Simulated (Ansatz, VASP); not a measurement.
## Two plane-wave programs on Sb

Contents of POSCAR:

```
Sb
1.0
    3.0954921035      0.0000000000      0.0000000000
    0.0000000000      3.0954921035      0.0000000000
    0.0000000000      0.0000000000      3.0954921035
Sb
1
Direct
    0.0000000000      0.0000000000      0.0000000000
```

The input INCAR.step1:

```
PREC     = Accurate       # precision mode
ENCUT    = 520            # plane-wave cutoff, eV
EDIFF    = 1E-5           # SCF threshold, eV
ISMEAR   = -1             # smearing method
SIGMA    = 0.05           # smearing width, eV
LREAL    = False          # projectors in reciprocal space
LASPH    = True           # aspherical terms in the spheres
NELM     = 100            # most SCF steps
ALGO     = Normal         # electronic algorithm
ISIF     = 2              # what is computed and relaxed
LWAVE    = True           # write WAVECAR
LCHARG   = False          # write CHGCAR
NBANDS   = 8              # bands
GGA      = PE             # functional
```

File INCAR.step2:

```
PREC     = Accurate       # precision mode
ENCUT    = 520            # plane-wave cutoff, eV
EDIFF    = 1E-7           # SCF threshold, eV
ISMEAR   = -1             # smearing method
SIGMA    = 0.05           # smearing width, eV
LREAL    = False          # projectors in reciprocal space
LASPH    = True           # aspherical terms in the spheres
NELM     = 100            # most SCF steps
ALGO     = Normal         # electronic algorithm
ISIF     = 2              # what is computed and relaxed
LWAVE    = False          # write WAVECAR
LCHARG   = False          # write CHGCAR
GGA      = PE             # functional
LHFCALC  = True           # exact exchange
AEXX     = 0.25           # exact-exchange fraction
PRECFOCK = Normal       
NBANDS   = 8              # bands
ISTART   = 1
```

The input KPOINTS:

```
Automatic mesh
0
Gamma
  6 6 6
```

Contents of input:

```
crystal:
  lattice:
    - [3.0954921035, 0.0, 0.0]
    - [0.0, 3.0954921035, 0.0]
    - [0.0, 0.0, 3.0954921035]
  atoms:
    - { symbol: Sb, position: [0.0, 0.0, 0.0] }
hamiltonian:
  xc: pbe0
  pseudopotentials: { kind: paw }
kpoints:
  mp_grid: { grid: [6, 6, 6] }
scf:
  occupations: { method: fermi_dirac, width: 0.05 }
output:
  forces: true
  stress: true
  eigenvalues: true
  write_density: true
  write_potential: true
  elf: true
  volumetric_format: npy
```

Alike in both runs: task single point; functional PBE0; k mesh 6 × 6 × 6; occupations fermi-dirac, width 0.05 eV; no spin polarisation.

```csv
,VASP,Ansatz
version,VASP 6.6.1,Ansatz 0.2.0
potentials or method,"VASP PAW PBE potentials, release 64 (Sb)",Ansatz PAW
plane-wave cutoff (eV),520,420
valence electrons in the cell,5,15
```

VASP gave:

* gap on the k mesh at the Fermi level (eV): none
* pressure (GPa): -3.1

Task: Which values does Ansatz return?

Result: gap on the k mesh at the Fermi level (eV): none; pressure (GPa): -2.0.

A gap of «none» marks a metal or a gap that the smearing closes. The functional is the same, so the differences come from potentials, cutoffs and numerics. VASP's potentials hold 5 valence electrons a cell and Ansatz's 15, so a difference there can come from the potentials and not from the codes.

Neither program's run includes spin-orbit coupling.
